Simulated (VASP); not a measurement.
Crystal: SnO.

```
Sn O
1.0
     4.17457    0.00000    0.00000
    -2.08728    3.61528    0.00000
     0.00000    0.00000    5.23090
Sn O
2 2
Direct
  0.33333 0.66667 0.25000
  0.66667 0.33333 0.75000
  0.66667 0.33333 0.25000
  0.33333 0.66667 0.75000
```

| Quantity | Value |
| --- | --- |
| Program | VASP 6.6.1 |
| Task | relaxation of cell and atoms |
| Functional | PBEsol |
| Potentials or basis | VASP PAW PBE potentials, release 64 (Sn_d, O) |
| Cutoff | 600 eV |
| k mesh | 6 × 6 × 4 |
| Occupations | fermi-dirac, width 0.02 eV |
| Spin | no spin polarisation |

At the start: pressure -3.6 GPa; volume 19.74 Å³/atom.

Task: Where does the relaxation end?

Result: Over 5 steps the energy falls by 11.4 meV/atom and the volume is 18.78 Å³/atom (-4.9 %); space group P6_3/mmc (No. 194, to 0.05 Å).

Step by step:
```tsv
step	energy change (eV)	largest force (eV/Å)	pressure (GPa)	volume (Å³)
1	0.0000	0.0000	-3.64	78.95
2	-0.0399	0.0000	1.37	73.93
3	-0.0450	0.0000	0.00	75.14
4	-0.0452	0.0000	0.02	75.13
5	-0.0454	0.0000	0.00	75.12
```

Final structure:
```
Sn O
1.0
     4.11525    0.00000    0.00000
    -2.05763    3.56391    0.00000
     0.00000    0.00000    5.12171
Sn O
2 2
Direct
  0.33333 0.66667 0.25000
  0.66667 0.33333 0.75000
  0.66667 0.33333 0.25000
  0.33333 0.66667 0.75000
```

Caveat: the PAW data sets were made with another functional, which shifts forces and pressure a little.
